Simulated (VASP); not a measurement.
# WC in VASP: notebook

The runs below take WC through single point, with PBE.

Everything below comes from runs of VASP 6.6.1. Logs are shortened: lines on timing, memory, paths and dates and some standing lists are left out, and cuts for length are marked.

## Step 1: The cell of the first run

The cell holds a slab with vacuum, 8 atoms: a = 2.922 Å, b = 2.922 Å, c = 24.965 Å, α = 90.00°, β = 90.00°, γ = 120.00°.

## Step 2: Single point, PBE

INCAR reads:

```
SYSTEM = WC
  PREC = Accurate
  ENCUT = 520
  EDIFF = 1E-6
  ISMEAR = 0
  SIGMA = 0.1
  LREAL = .False.
  LASPH = .True.
  NELM = 80
  ALGO = Normal
  ISIF = 2
  LWAVE = .False.
  LCHARG = .False.
  LDIPOL = .True.
  IDIPOL = 3
  DIPOL = 0.5 0.5 0.500
  GGA = PE
  NBANDS = 46
```

KPOINTS reads:

```
Automatic mesh
0
Gamma
  12 12 1
  0 0 0
```

POSCAR reads:

```
WC
1.0
    2.9217712149      0.0000000000      0.0000000000
   -1.4608856074      2.5303280961      0.0000000000
    0.0000000000      0.0000000000     24.9647693801
C W
4 4
Direct
    0.6666666667      0.3333333333      0.3004233641
    0.6666666667      0.3333333333      0.4144671560
    0.6666666667      0.3333333333      0.5285109480
    0.6666666667      0.3333333333      0.6425547400
    0.0000000000      0.0000000000      0.3574452600
    0.0000000000      0.0000000000      0.4714890520
    0.0000000000      0.0000000000      0.5855328440
    0.0000000000      0.0000000000      0.6995766359
```

Potentials or basis: VASP PAW PBE potentials, release 64 (C, W_sv).

Command:

```bash
cat potpaw_PBE.64/C/POTCAR potpaw_PBE.64/W_sv/POTCAR > POTCAR
mpirun -np 1 vasp_std > vasp.out
```

OUTCAR:

```text
SYSTEM = WC
   PREC = Accurate
   ENCUT = 520
   EDIFF = 1E-6
   ISMEAR = 0
   LREAL = .False.
   LASPH = .True.
   NELM = 80
   ISIF = 2
   GGA = PE

 ion  position               nearest neighbor table
   1  0.667  0.333  0.300-   5 2.21   5 2.21   5 2.21
   2  0.667  0.333  0.414-   5 2.21   6 2.21   5 2.21   6 2.21   5 2.21   6 2.21
   3  0.667  0.333  0.529-   6 2.21   7 2.21   6 2.21   7 2.21   6 2.21   7 2.21
   4  0.667  0.333  0.643-   8 2.21   8 2.21   8 2.21   7 2.21   7 2.21   7 2.21
   5  0.000  0.000  0.357-   1 2.21   1 2.21   1 2.21   2 2.21   2 2.21   2 2.21   6 2.85
   6  0.000  0.000  0.471-   3 2.21   2 2.21   3 2.21   2 2.21   3 2.21   2 2.21   7 2.85   5 2.85

   7  0.000  0.000  0.586-   3 2.21   4 2.21   3 2.21   4 2.21   3 2.21   4 2.21   8 2.85   6 2.85

   8  0.000  0.000  0.700-   4 2.21   4 2.21   4 2.21   7 2.85

  LATTYP: Found a hexagonal cell.
 ALAT       =     2.9217712149
 C/A-ratio  =     8.5443956915

  Lattice vectors:

 A1 = (   2.9217712149,   0.0000000000,   0.0000000000)
 A2 = (  -1.4608856074,   2.5303280961,   0.0000000000)
 A3 = (   0.0000000000,   0.0000000000,  24.9647693801)

Analysis of symmetry for initial positions (statically):
=====================================================================
 Subroutine PRICEL returns:
 Original cell was already a primitive cell.

 Routine SETGRP: Setting up the symmetry group for a
 hexagonal supercell.

 Subroutine GETGRP returns: Found  6 space group operations
 (whereof  6 operations were pure point group operations)
 out of a pool of 24 trial point group operations.

The static configuration has the point symmetry C_3v.

Analysis of symmetry for dynamics (positions and initial velocities):
=====================================================================
 Subroutine PRICEL returns:
 Original cell was already a primitive cell.

 Routine SETGRP: Setting up the symmetry group for a
 hexagonal supercell.

 Subroutine GETGRP returns: Found  6 space group operations
 (whereof  6 operations were pure point group operations)
 out of a pool of 24 trial point group operations.

The dynamic configuration has the point symmetry C_3v.

 Subroutine INISYM returns: Found  6 space group operations
 (whereof  6 operations are pure point group operations),
 and found     1 'primitive' translations

----------------------------------------------------------------------------------------

                                     Primitive cell

  volume of cell :     184.5655

  direct lattice vectors                    reciprocal lattice vectors
     2.921771215  0.000000000  0.000000000     0.342258146  0.197602833  0.000000000
    -1.460885607  2.530328096  0.000000000     0.000000000  0.395205666  0.000000000
     0.000000000  0.000000000 24.964769380     0.000000000  0.000000000  0.040056449

  length of vectors
     2.921771215  2.921771215 24.964769380     0.395205666  0.395205666  0.040056449

  position of ions in fractional coordinates (direct lattice)
     0.666666667  0.333333333  0.300423364
     0.666666667  0.333333333  0.414467156
     0.666666667  0.333333333  0.528510948
     0.666666667  0.333333333  0.642554740
     0.000000000  0.000000000  0.357445260
     0.000000000  0.000000000  0.471489052
     0.000000000  0.000000000  0.585532844
     0.000000000  0.000000000  0.699576636

  ion indices of the primitive-cell ions
   primitive index   ion index
                 1           1
                 2           2
                 3           3
                 4           4
                 5           5
                 6           6
                 7           7
                 8           8

----------------------------------------------------------------------------------------

 KPOINTS: Automatic mesh

Automatic generation of k-mesh.
 Grid dimensions read from file:
 generate k-points for:   12   12    1

 Generating k-lattice:

  Cartesian coordinates                     Fractional coordinates (reciprocal lattice)
     0.028521512  0.016466903  0.000000000     0.083333333  0.000000000  0.000000000
     0.000000000  0.032933805  0.000000000     0.000000000  0.083333333  0.000000000
     0.000000000  0.000000000  0.040056449     0.000000000  0.000000000  1.000000000

  Length of vectors
     0.032933805  0.032933805  0.040056449

  Shift w.r.t. Gamma in fractional coordinates (k-lattice)
     0.000000000  0.000000000  0.000000000

 Subroutine IBZKPT returns following result:
 ===========================================

 Found     19 irreducible k-points:

 Following reciprocal coordinates:
            Coordinates               Weight
  0.000000  0.000000  0.000000      1.000000
  0.083333  0.000000  0.000000      6.000000
  0.166667  0.000000  0.000000      6.000000
  0.250000  0.000000  0.000000      6.000000
  0.333333  0.000000  0.000000      6.000000
  0.416667  0.000000  0.000000      6.000000
[... 11 lines left out ...]
  0.333333  0.250000  0.000000     12.000000
  0.333333  0.333333  0.000000      2.000000
   k-points           NKPTS =     19   k-points in BZ     NKDIM =     19   number of bands    NBANDS=     46
   number of dos      NEDOS =    301   number of ions     NIONS =      8
   total plane-waves  NPLWV = 110592
   dimension x,y,z NGX =    24 NGY =   24 NGZ =  192
   dimension x,y,z NGXF=    48 NGYF=   48 NGZF=  384
   ions per type =               4   4
   NGX,Y,Z   is equivalent  to a cutoff of  13.66, 13.66, 12.79 a.u.
   NGXF,Y,Z  is equivalent  to a cutoff of  27.31, 27.31, 25.57 a.u.
 SYSTEM =  WC
   PREC   = accura    normal or accurate (medium, high low for compatibility)
   ISTART =      0    job   : 0-new  1-cont  2-samecut
   ICHARG =      2    charge: 1-file 2-atom 10-const
   ISPIN  =      1    spin polarized calculation?
   LNONCOLLINEAR =      F non collinear calculations
   LSORBIT =      F    spin-orbit coupling
   LASPH  =      T    aspherical Exc in radial PAW
   ENCUT  =  520.0 eV  38.22 Ry    6.18 a.u.   5.43  5.43 46.42*2*pi/ulx,y,z
   NELM   =     80;   NELMIN=  2; NELMDL= -5     # of ELM steps
   EDIFF  = 0.1E-05   stopping-criterion for ELM
   LREAL  =      F    real-space projection
[... 7 lines left out ...]
   TEBEG  =    0.0;   TEEND  =   0.0 temperature during run
   PSTRESS=    0.0 pullay stress
   NELECT =      72.0000    total number of electrons
   NUPDOWN=      -1.0000    fix difference up-down
   EMIN   =  10.00;   EMAX   =-10.00  energy-range for DOS
   EFERMI =   0.00;   METHOD = LEGACY
   ISMEAR =     0;   SIGMA  =   0.10  broadening in eV -4-tet -1-fermi 0-gaus
   EFERMI_NEDOS =   21; number of points for ismear=-14 and -15
   IALGO  =     38    algorithm
   IMIX   =      4    mixing-type and parameters
     AMIX     =   0.40;   BMIX     =  1.00
     AMIX_MAG =   1.60;   BMIX_MAG =  1.00
  volume/ion in A,a.u.               =      23.07       155.69
  Fermi-wavevector in a.u.,A,eV,Ry     =   1.196195  2.260482 19.468351  1.430883
  Thomas-Fermi vector in A             =   2.332142
   LORBIT       =      0    0 simple, 1 ext, 2 COOP (PROOUT), +10 PAW based schemes
   GGA     = PE    functional components
   LHFCALC =     F    Hartree Fock is set to
   AEXX    =    0.0000 exact exchange contribution
   IVDW    =     0    specifies the selected vdW correction
   LEPSILON=     F    determine dielectric tensor
   LRPA    =     F    only Hartree local field effects (RPA)
 non-spin polarized calculation
 Gauss-broadening in eV      SIGMA  =   0.10
  energy-cutoff  :      520.00
  volume of cell :      184.57
 maximum number of plane-waves:      5073
 NGX is ok and might be reduce to    24
   NGX = 11   NGY = 11   NGZ = 93

 dipolmoment           0.000000      0.000000      0.021840 electrons x Angstroem

 number of electron      72.0000005 magnetization

 dipolmoment           0.000000      0.000000     -0.055861 electrons x Angstroem

 Free energy of the ion-electron system (eV)
  ---------------------------------------------------
  ext. energy  EPLUGINS =         0.00000000
  ---------------------------------------------------
  free energy    TOTEN  =       -84.47360533 eV

  energy without entropy =      -84.45880303  energy(sigma->0) =      -84.46620418

 E-fermi :   1.9903     XC(G=0):  -7.1552

 val. band max:        1.9892095293   @ k =   0.3333   0.2500   0.0000
 cond. band min:       2.0569964751   @ k =   0.5000   0.0000   0.0000
 fundamental gap:      0.0677869458
 Fermi energy:         1.9903359215

 k-point     1 :       0.0000    0.0000    0.0000
  band No.  band energies     occupation
      1     -72.2730      2.00000
      2     -72.2039      2.00000
      3     -72.0227      2.00000
      4     -71.8080      2.00000
      5     -36.8488      2.00000
      6     -36.5483      2.00000
[... 38 lines left out ...]
     45       4.9440      0.00000
     46       6.6814      0.00000

 k-point     2 :       0.0833    0.0000    0.0000
  band No.  band energies     occupation
      1     -72.2694      2.00000
      2     -72.2005      2.00000
      3     -72.0192      2.00000
      4     -71.8044      2.00000
      5     -36.8393      2.00000
      6     -36.5402      2.00000
[... 38 lines left out ...]
     45       5.4183      0.00000
     46       6.6538      0.00000

 k-point     3 :       0.1667    0.0000    0.0000
  band No.  band energies     occupation
      1     -72.2596      2.00000
      2     -72.1913      2.00000
      3     -72.0094      2.00000
      4     -71.7946      2.00000
      5     -36.8132      2.00000
      6     -36.5182      2.00000
[... 38 lines left out ...]
     45       6.1542      0.00000
     46       6.7130      0.00000

 k-point     4 :       0.2500    0.0000    0.0000
  band No.  band energies     occupation
      1     -72.2462      2.00000
      2     -72.1786      2.00000
      3     -71.9960      2.00000
      4     -71.7811      2.00000
      5     -36.7774      2.00000
      6     -36.5334      2.00000
[... 675 lines left out ...]
     45       6.7903      0.00000
     46       7.0559      0.00000

 k-point    18 :       0.3333    0.2500    0.0000
  band No.  band energies     occupation
      1     -72.2144      2.00000
      2     -72.1485      2.00000
      3     -71.9642      2.00000
      4     -71.7491      2.00000
      5     -36.7660      2.00000
      6     -36.6911      2.00000
[... 38 lines left out ...]
     45       6.8776      0.00000
     46       7.6073      0.00000

 k-point    19 :       0.3333    0.3333    0.0000
  band No.  band energies     occupation
      1     -72.2125      2.00000
      2     -72.1467      2.00000
      3     -71.9623      2.00000
      4     -71.7473      2.00000
      5     -36.6969      2.00000
      6     -36.6862      2.00000
[... 38 lines left out ...]
     45       6.9680      0.00000
     46       7.8812      0.00000

------------------------ aborting loop because EDIFF is reached ----------------------------------------

 vacuum level on the upper side and lower side of the slab       (xc-potential included)        -0.869         0.452

  FORCE on cell =-STRESS in cart. coord.  units (eV):
  Direction    XX          YY          ZZ          XY          YZ          ZX
  --------------------------------------------------------------------------------------
  -------------------------------------------------------------------------------------
  Total       -2.7172939     -2.7172939     -6.3717354     -0.0000000      0.0000000      0.0000000
  in kB      -23.5882973    -23.5882973    -55.3117899     -0.0000000      0.0000000      0.0000000
  external PRESSURE =     -34.1627948 kB  Pullay stress =       0.0000000 kB

 VOLUME and BASIS-vectors are now :
 -----------------------------------------------------------------------------
  energy-cutoff  :      520.00
  volume of cell :      184.57
      direct lattice vectors                 reciprocal lattice vectors
     2.921771215  0.000000000  0.000000000     0.342258146  0.197602833  0.000000000
    -1.460885607  2.530328096  0.000000000     0.000000000  0.395205666  0.000000000
     0.000000000  0.000000000 24.964769380     0.000000000  0.000000000  0.040056449

 POSITION                                       TOTAL-FORCE (eV/Angst)
 -----------------------------------------------------------------------------------
      1.46089      0.84344      7.50000         0.000000      0.000000      4.706095
      1.46089      0.84344     10.34708         0.000000      0.000000      0.962153
      1.46089      0.84344     13.19415        -0.000000      0.000000      0.237581
      1.46089      0.84344     16.04123        -0.000000     -0.000000      0.835198
      0.00000      0.00000      8.92354        -0.000000      0.000000     -5.635096
      0.00000      0.00000     11.77062         0.000000      0.000000     -0.344496
      0.00000      0.00000     14.61769         0.000000      0.000000      0.162149
      0.00000      0.00000     17.46477         0.000000      0.000000     -0.923584
 -----------------------------------------------------------------------------------
    total drift:                               -0.000000      0.000000     -0.000214

  FREE ENERGIE OF THE ION-ELECTRON SYSTEM (eV)
  ---------------------------------------------------
  free  energy   TOTEN  =       -84.4736053304 eV

  energy  without entropy=      -84.4588030348  energy(sigma->0) =      -84.46620418

 vacuum level on the upper side and lower side of the slab         6.730         8.090
```

Run time: 12 min. Hardware: 1 thread of Intel Xeon 8259CL, shared host; peak memory 0.39 GiB.

Results:

| Item | Value |
| --- | --- |
| Free energy | -84.4736 eV |
| Largest force | 5.635 eV/Å |
| Band gap on the k mesh | zero (bands 36 and 37 overlap by 0.64 eV) |

Forces on the atoms (eV/Å):
```
C    0.000  0.000  4.706
C    0.000  0.000  0.962
C    0.000  0.000  0.238
C    0.000  0.000  0.835
W    0.000  0.000 -5.635
W    0.000  0.000 -0.344
W    0.000  0.000  0.162
W    0.000  0.000 -0.924
```

Caveat: spin-orbit coupling is left out, which moves the levels of the heavy elements.

## Step 3: Single point, PBE

INCAR reads:

```
ALGO     = Normal         # electronic algorithm
DIPOL    = 0.5 0.5 0.500
EDIFF    = 1E-6           # SCF threshold, eV
ENCUT    = 520            # plane-wave cutoff, eV
GGA      = PE             # functional
IDIPOL   = 3            
ISIF     = 2              # what is computed and relaxed
ISMEAR   = 0              # smearing method
LASPH    = True           # aspherical terms in the spheres
LCHARG   = False          # write CHGCAR
LDIPOL   = True         
LREAL    = False          # projectors in reciprocal space
LWAVE    = False          # write WAVECAR
NBANDS   = 46             # bands
NELM     = 100            # most SCF steps
PREC     = Accurate       # precision mode
SIGMA    = 0.1            # smearing width, eV
```

KPOINTS reads:

```
k-points
0
Gamma
  12 12 1
```

POSCAR reads:

```
WC
1.0
    2.9217712149      0.0000000000      0.0000000000
   -1.4608856074      2.5303280961      0.0000000000
    0.0000000000      0.0000000000     24.9647693801
C W
4 4
Direct
    0.6666666667      0.3333333333      0.3100309171
    0.6666666667      0.3333333333      0.4147580835
    0.6666666667      0.3333333333      0.5279102323
    0.6666666667      0.3333333333      0.6424962135
    0.0000000000      0.0000000000      0.3538122176
    0.0000000000      0.0000000000      0.4698741349
    0.0000000000      0.0000000000      0.5842389585
    0.0000000000      0.0000000000      0.6968792426
```

Potentials or basis: VASP PAW PBE potentials, release 64 (C, W_sv).

Command:

```bash
cat potpaw_PBE.64/C/POTCAR potpaw_PBE.64/W_sv/POTCAR > POTCAR
mpirun -np 1 vasp_std > vasp.out
```

Wall time 11 min (1 thread of Intel Xeon 8259CL, shared host); peak memory 0.39 GiB.

It converged, with:

```yaml
Free_energy: -85.4790 eV
Largest_force: 0.094 eV/Å
Band_gap_on_the_k_mesh: zero (bands 36 and 37 overlap by 0.67 eV)
```

Forces in eV/Å, atoms in the order of the input:
```
C    0.000  0.000 -0.094
C    0.000  0.000  0.004
C    0.000  0.000 -0.011
C    0.000  0.000  0.010
W    0.000  0.000  0.028
W    0.000  0.000  0.005
W    0.000  0.000  0.007
W    0.000  0.000  0.052
```

Levels at points of the mesh, in eV from the Fermi level:
```csv
k point,band 34,band 35,band 36,band 37,band 38,band 39
"(0.00, 0.00, 0.00)",-0.41,-0.41,0.08,0.26,0.26,1.01
"(0.50, 0.00, 0.00)",-0.76,-0.39,0.41,1.53,2.15,2.49
```

Caveat: spin-orbit coupling is left out, which moves the levels of the heavy elements.
